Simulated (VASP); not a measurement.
Wanted: the native input for a VASP 6.6.1 run.

| Property | Result |
| --- | --- |
| Task | single point |
| Functional | LDA |
| Potentials or basis | VASP PAW LDA potentials, release 64 (Ag) |
| Cutoff | 520 eV |
| k mesh | 21 × 21 × 12 |
| Occupations | gaussian, width 0.15 eV |
| Spin | no spin polarisation |
| Dipole correction | no |
| Further INCAR settings | ALGO = Fast; EDIFF = 1e-06; NBANDS = 18 |

The structure of Ag lies in POSCAR:

```
Ag
1.0
    2.8383750075      0.0000000000      0.0000000000
   -1.4191875037      2.4581048619      0.0000000000
    0.0000000000      0.0000000000      5.1042347141
Ag
2
Direct
    0.3333333333      0.6666666667      0.2500000000
    0.6666666667      0.3333333333      0.7500000000
```

This cell differs from its parent crystal: ratio of the length along z to the lengths across it x 1.1, volume and fractional coordinates fixed.

These files were run (other wordings do the same):

INCAR

```
ALGO     = Fast           # electronic algorithm
EDIFF    = 1E-6           # SCF threshold, eV
ENCUT    = 520            # plane-wave cutoff, eV
ISIF     = 2              # what is computed and relaxed
ISMEAR   = 0              # smearing method
LASPH    = True           # aspherical terms in the spheres
LCHARG   = False          # write CHGCAR
LREAL    = False          # projectors in reciprocal space
LWAVE    = False          # write WAVECAR
NBANDS   = 18             # bands
NELM     = 60             # most SCF steps
PREC     = Accurate       # precision mode
SIGMA    = 0.15           # smearing width, eV
```

KPOINTS

```
k-points
0
Gamma
  21 21 12
```

Potentials or basis: VASP PAW LDA potentials, release 64 (Ag).

The run is started by

```bash
$ cat potpaw_LDA.64/Ag/POTCAR > POTCAR
$ mpirun -np 1 vasp_std > vasp.out
```

Results of the run:

```
Pressure               : -9.6 GPa
Band gap on the k mesh : zero (band 11 reaches 11.97 eV, above the bottom of band 12 at 4.26 eV)
```

It took 74 s on 1 thread of Intel(R) Xeon(R) Platinum 8559C (Emerald Rapids), with other jobs on the host, peak memory 0.27 GiB.
